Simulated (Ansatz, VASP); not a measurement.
# LiCl in VASP and in Ansatz

The input INCAR:

```
PREC = Accurate
ENCUT = 520
EDIFF = 1E-6
ISMEAR = 0
SIGMA = 0.1
LREAL = F
LASPH = T
NELM = 60
ALGO = Normal
ISIF = 2
LWAVE = F
LCHARG = F
GGA = PE
NBANDS = 42
```

File KPOINTS:

```
regular mesh
0
Gamma
  4 2 2
```

File POSCAR:

```
LiCl
1.0
    0.0000000000      0.0000000000     -3.7013406027
    3.0960871991     -5.3625803335      0.0000000000
   -9.2882615972     -5.3625803335      0.0000000000
Li Cl
6 6
Direct
    0.3333333333      0.3060895308      0.6939104692
    0.3333333333      0.8060895308      0.1939104692
    0.6666666667      0.8878209383      0.5000000000
    0.6666666667      0.3878209383      0.0000000000
    1.0000000000      0.8060895308      0.8060895308
    1.0000000000      0.3060895308      0.3060895308
    0.8333333333      0.1801160374      0.8198839626
    0.8333333333      0.6801160374      0.3198839626
    0.1666666667      0.1397679251      0.5000000000
    0.1666666667      0.6397679251      0.0000000000
    0.5000000000      0.6801160374      0.6801160374
    0.5000000000      0.1801160374      0.1801160374
```

Input for Ansatz:

```yaml
crystal:
  lattice:
    - [0.0, 0.0, -3.7013406027]
    - [3.0960871991, -5.3625803335, 0.0]
    - [-9.2882615972, -5.3625803335, 0.0]
  atoms:
    - { symbol: Li, position: [0.3333333333, 0.3060895308, 0.6939104692] }
    - { symbol: Li, position: [0.3333333333, 0.8060895308, 0.1939104692] }
    - { symbol: Li, position: [0.6666666667, 0.8878209383, 0.5] }
    - { symbol: Li, position: [0.6666666667, 0.3878209383, 0.0] }
    - { symbol: Li, position: [1.0, 0.8060895308, 0.8060895308] }
    - { symbol: Li, position: [1.0, 0.3060895308, 0.3060895308] }
    - { symbol: Cl, position: [0.8333333333, 0.1801160374, 0.8198839626] }
    - { symbol: Cl, position: [0.8333333333, 0.6801160374, 0.3198839626] }
    - { symbol: Cl, position: [0.1666666667, 0.1397679251, 0.5] }
    - { symbol: Cl, position: [0.1666666667, 0.6397679251, 0.0] }
    - { symbol: Cl, position: [0.5, 0.6801160374, 0.6801160374] }
    - { symbol: Cl, position: [0.5, 0.1801160374, 0.1801160374] }
basis:
  ecutwfc: 420
kpoints:
  mp_grid: { grid: [4, 2, 2] }
hamiltonian:
  xc: pbe
scf:
  occupations: { method: gaussian, width: 0.1 }
  lower_state_search: "off"
output:
  forces: true
  stress: true
  eigenvalues: true
```

Alike in both runs: task single point; functional PBE; k mesh 4 × 2 × 2; occupations gaussian, width 0.1 eV; no spin polarisation.

|  | VASP | Ansatz |
| --- | --- | --- |
| version | VASP 6.6.1 | Ansatz 0.2.0 |
| potentials or method | VASP PAW PBE potentials, release 64 (Li_sv, Cl), cutoff 520 eV | scalar-relativistic, plane waves, PAW |
| valence electrons in the cell | 60 | 60 |

Ansatz gave:

```
gap on the k mesh at the Fermi level (eV) : 5.81
least direct gap on the mesh (eV)         : 5.81
```

Problem. Estimate VASP's values.

Solution. gap on the k mesh at the Fermi level (eV): 5.82; least direct gap on the mesh (eV): 5.82.

The k mesh is coarse, so the values compare programs but aren't converged. Noted on VASP's run: the cutoff is under 1.25 times that of the potentials, so the pressure is a little rough.
